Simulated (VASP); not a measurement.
**Mg2ZrH6: single point with PBE**

The system is Mg2ZrH6.

```
CELL_PARAMETERS angstrom
0.00000 3.67309 3.67309
3.67309 0.00000 3.67309
3.67309 3.67309 0.00000
ATOMIC_POSITIONS crystal
Mg 0.75000 0.75000 0.75000
Mg 0.25000 0.25000 0.25000
Zr 0.00000 0.00000 0.00000
H 0.50000 0.00000 0.00000
H 0.00000 0.50000 0.50000
H 0.00000 0.50000 0.00000
H 0.50000 0.00000 0.50000
H 0.00000 0.00000 0.50000
H 0.50000 0.50000 0.00000
```

```
Program                : VASP 6.6.1
Task                   : single point
Functional             : PBE
Potentials or basis    : VASP PAW PBE potentials, release 64 (Mg, Zr_sv, H)
Cutoff                 : 520 eV
k mesh                 : 10 × 10 × 10
Occupations            : gaussian, width 0.1 eV
Spin                   : collinear spin, ferromagnetic start
Starting moments       : [0.0, 0.0, 1.11, 0.0, 0.0, 0.0, 0.0, 0.0, 0.0] μB
Dipole correction      : no
Further INCAR settings : ALGO = Normal; EDIFF = 1e-06; NBANDS = 25
```

```yaml
Pressure: -0.1 GPa
Band_gap_on_the_k_mesh: zero (filled and empty bands overlap)
Net_moment: 2.00 μB per cell
Site_moments: Mg +0.01; Zr +1.27; H -0.02 μB
Valence_electrons_inside_the_program's_atomic_spheres: Mg 0.42; Zr 9.66; H 0.56
```

Levels at points of the mesh, in eV from the Fermi level:
Spin up:
```csv
k point,band 8,band 9,band 10,band 11,band 12,band 13,band 14,band 15,band 16,band 17
"(0.00, 0.00, 0.00)",-5.10,-3.30,-3.30,1.33,2.05,2.05,2.38,2.38,2.38,2.42
"(0.50, 0.00, 0.00)",-4.51,-3.73,-3.73,-0.96,-0.30,-0.30,2.28,2.28,2.52,3.98
"(0.50, 0.50, 0.00)",-4.87,-4.87,-2.18,-0.90,-0.52,-0.52,-0.03,2.41,3.43,5.29
```
Spin down:
```tsv
k point	band 8	band 9	band 10	band 11	band 12	band 13
(0.00, 0.00, 0.00)	-4.89	-3.07	-3.07	1.49	3.05	3.05
(0.50, 0.00, 0.00)	-4.28	-3.68	-3.68	0.09	0.90	0.90
(0.50, 0.50, 0.00)	-4.79	-4.79	-2.24	0.13	0.63	0.63
```

Wall time 13 min on 1 thread of AMD EPYC 7571 (shared host), peak memory 0.37 GiB.
